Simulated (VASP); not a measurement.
Runs of VASP 6.6.1 on Ti. The structure is that of space group I4/mmm (No. 139), or close to it. The cells are those of the table. 

| cell | further INCAR settings | gap on the mesh (eV) | pressure (GPa) |
| --- | --- | --- | --- |
| a = 2.865 Å, angles 117.3, 117.3, 94.8°, 1 atom | ALGO = Fast; EDIFF = 1e-06; NBANDS = 12 | none | 0.8 |
| a = 2.825 Å, angles 112.1, 112.1, 104.2°, 1 atom | ALGO = Fast; EDIFF = 1e-07; NBANDS = 12 | none | 0.0 |
| a = 2.925 Å, angles 100.0, 100.0, 130.6°, 1 atom | ALGO = Fast; EDIFF = 1e-06; NBANDS = 12 | none | 1.4 |
| a = 2.824 Å, angles 107.3, 107.3, 113.9°, 1 atom | ALGO = Fast; EDIFF = 1e-06; NBANDS = 12 | none | (a) |

Alike in all rows: task single point; level PBE; potentials or basis VASP PAW PBE potentials, release 64 (Ti_sv); no spin polarisation; k mesh 28 × 28 × 28; cutoff (eV) 520; smearing gaussian 0.15 eV.

Estimate the missing entries.

(a) -0.1.

A gap of «none» marks levels without a gap at the run's occupations.
